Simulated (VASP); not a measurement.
# ZnInC4N4 (P-43m) in VASP: notebook

Runs on ZnInC4N4. Level: PBE. Tasks: single point.

All numbers are computed with VASP 6.6.1; they aren't measurements. Logs are shortened: lines on timing, memory, paths and dates and some standing lists are left out, and cuts for length are marked.

### Step 1. The cell of the first run

The structure is cubic, space group P-43m (No. 215). The conventional cell has a = 5.980 Å, b = 5.980 Å, c = 5.980 Å, α = 90.00°, β = 90.00°, γ = 90.00°. Within 2.7 Å of Zn (site symmetry -43m) lie 4 N at 2.01 Å. In (site symmetry -43m) has 4 C at 2.00 Å within 2.7 Å. Within 1.6 Å of C (site symmetry 3m) lie 1 N at 1.17 Å. N (site symmetry 3m) has 1 C at 1.17 Å within 1.6 Å.

### Step 2. Single point, PBE

INCAR reads:

```
ALGO = Normal
EDIFF = 1E-7
ENCUT = 520
GGA = PE
ISIF = 2
ISMEAR = 0
LASPH = True
LCHARG = False
LREAL = False
LWAVE = False
NBANDS = 42
NELM = 100
PREC = Accurate
SIGMA = 0.1
```

KPOINTS reads:

```
k-points
0
Gamma
  4 4 4
```

POSCAR reads:

```
ZnInC4N4
1.0
    5.9796167400      0.0000000000      0.0000000000
    0.0000000000      5.9796167400      0.0000000000
    0.0000000000      0.0000000000      5.9796167400
Zn In C N
1 1 4 4
Direct
    0.5000000000      0.5000000000      0.5000000000
    0.0000000000      0.0000000000      0.0000000000
    0.1932026600      0.1932026600      0.1932026600
    0.1932026600      0.8067973400      0.8067973400
    0.8067973400      0.1932026600      0.8067973400
    0.8067973400      0.8067973400      0.1932026600
    0.3061697400      0.3061697400      0.3061697400
    0.3061697400      0.6938302600      0.6938302600
    0.6938302600      0.3061697400      0.6938302600
    0.6938302600      0.6938302600      0.3061697400
```

Potentials or basis: VASP PAW PBE potentials, release 64 (Zn, In_d, C, N).

Launch:

```console
cat potpaw_PBE.64/Zn/POTCAR potpaw_PBE.64/In_d/POTCAR potpaw_PBE.64/C/POTCAR potpaw_PBE.64/N/POTCAR > POTCAR
mpirun -np 1 vasp_std > vasp.out
```

OUTCAR:

```text
EDIFF = 1E-7
   ENCUT = 520
   GGA = PE
   ISIF = 2
   ISMEAR = 0
   LASPH = True
   LREAL = False
   NELM = 100
   PREC = Accurate

 ion  position               nearest neighbor table
   1  0.500  0.500  0.500-   7 2.01   8 2.01   9 2.01  10 2.01
   2  0.000  0.000  0.000-   3 2.00   4 2.00   5 2.00   6 2.00
   3  0.193  0.193  0.193-   7 1.17   2 2.00
   4  0.193  0.807  0.807-   8 1.17   2 2.00
   5  0.807  0.193  0.807-   9 1.17   2 2.00
   6  0.807  0.807  0.193-  10 1.17   2 2.00
   7  0.306  0.306  0.306-   3 1.17   1 2.01
   8  0.306  0.694  0.694-   4 1.17   1 2.01
   9  0.694  0.306  0.694-   5 1.17   1 2.01
  10  0.694  0.694  0.306-   6 1.17   1 2.01

  LATTYP: Found a simple cubic cell.
 ALAT       =     5.9796167400

  Lattice vectors:

 A1 = (   5.9796167400,   0.0000000000,   0.0000000000)
 A2 = (   0.0000000000,   5.9796167400,   0.0000000000)
 A3 = (   0.0000000000,   0.0000000000,   5.9796167400)

Analysis of symmetry for initial positions (statically):
=====================================================================
 Subroutine PRICEL returns:
 Original cell was already a primitive cell.

 Routine SETGRP: Setting up the symmetry group for a
 simple cubic supercell.

 Subroutine GETGRP returns: Found 24 space group operations
 (whereof 24 operations were pure point group operations)
 out of a pool of 48 trial point group operations.

The static configuration has the point symmetry T_d .

Analysis of symmetry for dynamics (positions and initial velocities):
=====================================================================
 Subroutine PRICEL returns:
 Original cell was already a primitive cell.

 Routine SETGRP: Setting up the symmetry group for a
 simple cubic supercell.

 Subroutine GETGRP returns: Found 24 space group operations
 (whereof 24 operations were pure point group operations)
 out of a pool of 48 trial point group operations.

The dynamic configuration has the point symmetry T_d .

 Subroutine INISYM returns: Found 24 space group operations
 (whereof 24 operations are pure point group operations),
 and found     1 'primitive' translations

----------------------------------------------------------------------------------------

                                     Primitive cell

  volume of cell :     213.8061

  direct lattice vectors                    reciprocal lattice vectors
     5.979616740  0.000000000  0.000000000     0.167234798  0.000000000  0.000000000
     0.000000000  5.979616740  0.000000000     0.000000000  0.167234798  0.000000000
     0.000000000  0.000000000  5.979616740     0.000000000  0.000000000  0.167234798

  length of vectors
     5.979616740  5.979616740  5.979616740     0.167234798  0.167234798  0.167234798

  position of ions in fractional coordinates (direct lattice)
     0.500000000  0.500000000  0.500000000
     0.000000000  0.000000000  0.000000000
     0.193202660  0.193202660  0.193202660
     0.193202660  0.806797340  0.806797340
     0.806797340  0.193202660  0.806797340
     0.806797340  0.806797340  0.193202660
     0.306169740  0.306169740  0.306169740
     0.306169740  0.693830260  0.693830260
     0.693830260  0.306169740  0.693830260
     0.693830260  0.693830260  0.306169740

  ion indices of the primitive-cell ions
   primitive index   ion index
                 1           1
                 2           2
                 3           3
                 4           4
                 5           5
                 6           6
                 7           7
                 8           8
                 9           9
                10          10

----------------------------------------------------------------------------------------

 KPOINTS: k-points

Automatic generation of k-mesh.
 Grid dimensions read from file:
 generate k-points for:    4    4    4

 Generating k-lattice:

  Cartesian coordinates                     Fractional coordinates (reciprocal lattice)
     0.041808700  0.000000000  0.000000000     0.250000000  0.000000000  0.000000000
     0.000000000  0.041808700  0.000000000     0.000000000  0.250000000  0.000000000
     0.000000000  0.000000000  0.041808700     0.000000000  0.000000000  0.250000000

  Length of vectors
     0.041808700  0.041808700  0.041808700

  Shift w.r.t. Gamma in fractional coordinates (k-lattice)
     0.000000000  0.000000000  0.000000000

 Subroutine IBZKPT returns following result:
 ===========================================

 Found     10 irreducible k-points:

 Following reciprocal coordinates:
            Coordinates               Weight
  0.000000  0.000000  0.000000      1.000000
  0.250000  0.000000  0.000000      6.000000
  0.500000  0.000000  0.000000      3.000000
  0.250000  0.250000  0.000000     12.000000
  0.500000  0.250000  0.000000     12.000000
  0.500000  0.500000  0.000000      3.000000
  0.250000  0.250000  0.250000      8.000000
  0.500000  0.250000  0.250000     12.000000
  0.500000  0.500000  0.250000      6.000000
  0.500000  0.500000  0.500000      1.000000
   k-points           NKPTS =     10   k-points in BZ     NKDIM =     10   number of bands    NBANDS=     42
   number of dos      NEDOS =    301   number of ions     NIONS =     10
   total plane-waves  NPLWV = 110592
   dimension x,y,z NGX =    48 NGY =   48 NGZ =   48
   dimension x,y,z NGXF=    96 NGYF=   96 NGZF=   96
   ions per type =               1   1   4   4
   NGX,Y,Z   is equivalent  to a cutoff of  13.35, 13.35, 13.35 a.u.
   NGXF,Y,Z  is equivalent  to a cutoff of  26.69, 26.69, 26.69 a.u.
 SYSTEM =  unknown system
   PREC   = accura    normal or accurate (medium, high low for compatibility)
   ISTART =      0    job   : 0-new  1-cont  2-samecut
   ICHARG =      2    charge: 1-file 2-atom 10-const
   ISPIN  =      1    spin polarized calculation?
   LNONCOLLINEAR =      F non collinear calculations
   LSORBIT =      F    spin-orbit coupling
   LASPH  =      T    aspherical Exc in radial PAW
   ENCUT  =  520.0 eV  38.22 Ry    6.18 a.u.  11.12 11.12 11.12*2*pi/ulx,y,z
   NELM   =    100;   NELMIN=  2; NELMDL= -5     # of ELM steps
   EDIFF  = 0.1E-06   stopping-criterion for ELM
   LREAL  =      F    real-space projection
   EDIFFG = 0.1E-05   stopping-criterion for IOM
   NSW    =      0    number of steps for IOM
   IBRION =     -1    ionic relax: 0-MD 1-quasi-New 2-CG
   NFREE  =      0    steps in history (QN), initial steepest desc. (CG)
   ISIF   =      2    stress and relaxation
   ISYM   =      2    0-nonsym 1-usesym 2-fastsym
   POTIM  = 0.5000    time-step for ionic-motion
   TEBEG  =    0.0;   TEEND  =   0.0 temperature during run
   PSTRESS=    0.0 pullay stress
   NELECT =      61.0000    total number of electrons
   NUPDOWN=      -1.0000    fix difference up-down
   EMIN   =  10.00;   EMAX   =-10.00  energy-range for DOS
   EFERMI =   0.00;   METHOD = LEGACY
   ISMEAR =     0;   SIGMA  =   0.10  broadening in eV -4-tet -1-fermi 0-gaus
   EFERMI_NEDOS =   21; number of points for ismear=-14 and -15
   IALGO  =     38    algorithm
   IMIX   =      4    mixing-type and parameters
     AMIX     =   0.40;   BMIX     =  1.00
     AMIX_MAG =   1.60;   BMIX_MAG =  1.00
  volume/ion in A,a.u.               =      21.38       144.28
  Fermi-wavevector in a.u.,A,eV,Ry     =   1.077734  2.036621 15.803299  1.161510
  Thomas-Fermi vector in A             =   2.213653
   LORBIT       =      0    0 simple, 1 ext, 2 COOP (PROOUT), +10 PAW based schemes
   GGA     = PE    functional components
   LHFCALC =     F    Hartree Fock is set to
   AEXX    =    0.0000 exact exchange contribution
   IVDW    =     0    specifies the selected vdW correction
   LEPSILON=     F    determine dielectric tensor
   LRPA    =     F    only Hartree local field effects (RPA)
 non-spin polarized calculation
 Gauss-broadening in eV      SIGMA  =   0.10
  energy-cutoff  :      520.00
  volume of cell :      213.81
 maximum number of plane-waves:      5832
 NGX is ok and might be reduce to    48
   NGX = 23   NGY = 23   NGZ = 23

 number of electron      61.0000021 magnetization

 Free energy of the ion-electron system (eV)
  ---------------------------------------------------
  ext. energy  EPLUGINS =         0.00000000
  ---------------------------------------------------
  free energy    TOTEN  =       -67.87783862 eV

  energy without entropy =      -67.82557467  energy(sigma->0) =      -67.85170665

 E-fermi :   2.3880     XC(G=0):  -7.1237

 val. band max:        2.3755790138   @ k =   0.2500   0.0000   0.0000
 cond. band min:       2.4236549027   @ k =   0.2500   0.0000   0.0000
 fundamental gap:      0.0480758890
 Fermi energy:         2.3879985528

 k-point     1 :       0.0000    0.0000    0.0000
  band No.  band energies     occupation
      1     -18.4333      2.00000
      2     -18.3192      2.00000
      3     -18.3192      2.00000
      4     -18.3192      2.00000
      5     -15.1075      2.00000
      6     -15.1075      2.00000
[... 34 lines left out ...]
     41       6.8943      0.00000
     42       7.9053      0.00000

 k-point     2 :       0.2500    0.0000    0.0000
  band No.  band energies     occupation
      1     -18.4204      2.00000
      2     -18.3319      2.00000
      3     -18.3192      2.00000
      4     -18.3192      2.00000
      5     -15.1091      2.00000
      6     -15.1073      2.00000
[... 34 lines left out ...]
     41       6.5462      0.00000
     42       6.9624      0.00000

 k-point     3 :       0.5000    0.0000    0.0000
  band No.  band energies     occupation
      1     -18.4018      2.00000
      2     -18.3502      2.00000
      3     -18.3192      2.00000
      4     -18.3192      2.00000
      5     -15.1108      2.00000
      6     -15.1072      2.00000
[... 34 lines left out ...]
     41       6.2662      0.00000
     42       6.4602      0.00000

 k-point     4 :       0.2500    0.2500    0.0000
  band No.  band energies     occupation
      1     -18.4099      2.00000
      2     -18.3332      2.00000
      3     -18.3265      2.00000
      4     -18.3207      2.00000
      5     -15.1096      2.00000
      6     -15.1074      2.00000
[... 34 lines left out ...]
     41       6.5061      0.00000
     42       6.8758      0.00000

 k-point     5 :       0.5000    0.2500    0.0000
  band No.  band energies     occupation
      1     -18.3954      2.00000
      2     -18.3454      2.00000
      3     -18.3257      2.00000
      4     -18.3234      2.00000
      5     -15.1103      2.00000
      6     -15.1073      2.00000
[... 34 lines left out ...]
     41       6.3008      0.00000
     42       6.3664      0.00000

 k-point     6 :       0.5000    0.5000    0.0000
  band No.  band energies     occupation
      1     -18.3874      2.00000
      2     -18.3347      2.00000
      3     -18.3338      2.00000
      4     -18.3338      2.00000
      5     -15.1098      2.00000
      6     -15.1074      2.00000
[... 34 lines left out ...]
     41       6.3956      0.00000
     42       6.4276      0.00000

 k-point     7 :       0.2500    0.2500    0.2500
  band No.  band energies     occupation
      1     -18.4019      2.00000
      2     -18.3350      2.00000
      3     -18.3264      2.00000
      4     -18.3264      2.00000
      5     -15.1096      2.00000
      6     -15.1072      2.00000
[... 34 lines left out ...]
     41       6.5863      0.00000
     42       6.8881      0.00000

 k-point     8 :       0.5000    0.2500    0.2500
  band No.  band energies     occupation
      1     -18.3916      2.00000
      2     -18.3419      2.00000
      3     -18.3294      2.00000
      4     -18.3264      2.00000
      5     -15.1094      2.00000
      6     -15.1073      2.00000
[... 34 lines left out ...]
     41       6.0373      0.00000
     42       6.7425      0.00000

 k-point     9 :       0.5000    0.5000    0.2500
  band No.  band energies     occupation
      1     -18.3873      2.00000
      2     -18.3341      2.00000
      3     -18.3336      2.00000
      4     -18.3336      2.00000
      5     -15.1083      2.00000
      6     -15.1072      2.00000
[... 34 lines left out ...]
     41       6.2760      0.00000
     42       6.2761      0.00000

 k-point    10 :       0.5000    0.5000    0.5000
  band No.  band energies     occupation
      1     -18.3873      2.00000
      2     -18.3337      2.00000
      3     -18.3337      2.00000
      4     -18.3337      2.00000
      5     -15.1069      2.00000
      6     -15.1069      2.00000
[... 34 lines left out ...]
     41       6.0948      0.00000
     42       6.0948      0.00000

------------------------ aborting loop because EDIFF is reached ----------------------------------------

  FORCE on cell =-STRESS in cart. coord.  units (eV):
  Direction    XX          YY          ZZ          XY          YZ          ZX
  --------------------------------------------------------------------------------------
  -------------------------------------------------------------------------------------
  Total        7.2434285      7.2434285      7.2434285     -0.0000000      0.0000000      0.0000000
  in kB       54.2793590     54.2793590     54.2793590     -0.0000000      0.0000000      0.0000000
  external PRESSURE =      54.2793590 kB  Pullay stress =       0.0000000 kB

 VOLUME and BASIS-vectors are now :
 -----------------------------------------------------------------------------
  energy-cutoff  :      520.00
  volume of cell :      213.81
      direct lattice vectors                 reciprocal lattice vectors
     5.979616740  0.000000000  0.000000000     0.167234798  0.000000000  0.000000000
     0.000000000  5.979616740  0.000000000     0.000000000  0.167234798  0.000000000
     0.000000000  0.000000000  5.979616740     0.000000000  0.000000000  0.167234798

 POSITION                                       TOTAL-FORCE (eV/Angst)
 -----------------------------------------------------------------------------------
      2.98981      2.98981      2.98981        -0.000000     -0.000000     -0.000000
      0.00000      0.00000      0.00000        -0.000000     -0.000000     -0.000000
      1.15528      1.15528      1.15528         1.278018      1.278018      1.278018
      1.15528      4.82434      4.82434         1.278018     -1.278018     -1.278018
      4.82434      1.15528      4.82434        -1.278018      1.278018     -1.278018
      4.82434      4.82434      1.15528        -1.278018     -1.278018      1.278018
      1.83078      1.83078      1.83078         0.585437      0.585437      0.585437
      1.83078      4.14884      4.14884         0.585437     -0.585437     -0.585437
      4.14884      1.83078      4.14884        -0.585437      0.585437     -0.585437
      4.14884      4.14884      1.83078        -0.585437     -0.585437      0.585437
 -----------------------------------------------------------------------------------
    total drift:                               -0.000000     -0.000000     -0.000000

  FREE ENERGIE OF THE ION-ELECTRON SYSTEM (eV)
  ---------------------------------------------------
  free  energy   TOTEN  =       -67.8778386223 eV

  energy  without entropy=      -67.8255746742  energy(sigma->0) =      -67.85170665
```

Wall time 2 min (1 thread of Intel Xeon Platinum 8488C (Sapphire Rapids), shared host); peak memory 0.38 GiB.

Results:

| Quantity | Value |
| --- | --- |
| Free energy | -67.8778 eV |
| Pressure | 5.4 GPa |
| Largest force | 2.214 eV/Å |

Forces in eV/Å, atoms in the order of the input:
```
Zn   0.000  0.000  0.000
In   0.000  0.000  0.000
C    1.278  1.278  1.278
C    1.278 -1.278 -1.278
C   -1.278  1.278 -1.278
C   -1.278 -1.278  1.278
N    0.585  0.585  0.585
N    0.585 -0.585 -0.585
N   -0.585  0.585 -0.585
N   -0.585 -0.585  0.585
```

Levels at points of the mesh, in eV from the Fermi level:
```csv
k point,band 26,band 27,band 28,band 29,band 30,band 31,band 32,band 33,band 34,band 35
"(0.00, 0.00, 0.00)",-6.68,-6.68,-6.51,-6.51,-6.51,-0.07,-0.07,-0.07,0.74,0.74
"(0.50, 0.00, 0.00)",-6.64,-6.54,-6.45,-6.05,-6.05,0.06,0.06,0.21,0.55,1.01
"(0.50, 0.50, 0.00)",-6.59,-6.58,-6.50,-6.07,-6.07,0.22,0.40,0.40,0.45,1.18
"(0.50, 0.50, 0.50)",-6.56,-6.56,-6.56,-6.51,-6.51,0.35,0.35,0.35,0.84,0.84
```

Caveat: spin-orbit coupling is left out, which moves the levels of the heavy elements; forces of over 1 eV/Å act on the atoms, so gaps and moduli don't describe the material at rest.

### Step 3. Single point, PBE

This run uses another cell than the first one, of 22.87 Å³/atom, 1.070 times its volume.

INCAR reads:

```
ALGO     = Normal         # electronic algorithm
EDIFF    = 1E-6           # SCF threshold, eV
ENCUT    = 520            # plane-wave cutoff, eV
GGA      = PE             # functional
ISIF     = 2              # what is computed and relaxed
ISMEAR   = 0              # smearing method
LASPH    = True           # aspherical terms in the spheres
LCHARG   = False          # write CHGCAR
LREAL    = False          # projectors in reciprocal space
LWAVE    = False          # write WAVECAR
NBANDS   = 42             # bands
NELM     = 80             # most SCF steps
PREC     = Accurate       # precision mode
SIGMA    = 0.1            # smearing width, eV
```

KPOINTS is that of step 2.

POSCAR reads:

```
ZnInC4N4
1.0
    6.1155938887      0.0000000000      0.0000000000
    0.0000000000      6.1155938887      0.0000000000
    0.0000000000      0.0000000000      6.1155938887
Zn In C N
1 1 4 4
Direct
    0.5000000000      0.5000000000      0.5000000000
    0.0000000000      0.0000000000      0.0000000000
    0.2043337101      0.2043337101      0.2043337101
    0.2043337101      0.7956662899      0.7956662899
    0.7956662899      0.2043337101      0.7956662899
    0.7956662899      0.7956662899      0.2043337101
    0.3149119734      0.3149119734      0.3149119734
    0.3149119734      0.6850880266      0.6850880266
    0.6850880266      0.3149119734      0.6850880266
    0.6850880266      0.6850880266      0.3149119734
```

Potentials or basis: VASP PAW PBE potentials, release 64 (Zn, In_d, C, N).

Launch:

```console
cat potpaw_PBE.64/Zn/POTCAR potpaw_PBE.64/In_d/POTCAR potpaw_PBE.64/C/POTCAR potpaw_PBE.64/N/POTCAR > POTCAR
mpirun -np 1 vasp_std > vasp.out
```

Run time: 98 s. Hardware: 1 thread of Intel Xeon Platinum 8488C (Sapphire Rapids), shared host; peak memory 0.37 GiB.

It converged, with:

```
Free energy   : -68.7481 eV
Pressure      : 0.6 GPa
Largest force : 0.371 eV/Å
```

Forces in eV/Å, atoms in the order of the input:
```
Zn   0.000  0.000  0.000
In   0.000  0.000  0.000
C   -0.214 -0.214 -0.214
C   -0.214  0.214  0.214
C    0.214 -0.214  0.214
C    0.214  0.214 -0.214
N    0.191  0.191  0.191
N    0.191 -0.191 -0.191
N   -0.191  0.191 -0.191
N   -0.191 -0.191  0.191
```

Levels at points of the mesh, in eV from the Fermi level:
```
           k point  band 27  band 28  band 29  band 30  band 31  band 32  band 33  band 34
(0.00, 0.00, 0.00)    -6.61    -6.34    -6.34    -6.34    -0.04    -0.04    -0.04     0.77
(0.50, 0.00, 0.00)    -6.48    -6.39    -6.01    -6.01     0.07     0.07     0.16     0.62
(0.50, 0.50, 0.00)    -6.44    -6.44    -6.02    -6.02     0.20     0.33     0.33     0.44
(0.50, 0.50, 0.50)    -6.51    -6.51    -6.45    -6.45     0.28     0.28     0.28     0.93
```

Caveat: spin-orbit coupling is left out, which moves the levels of the heavy elements.
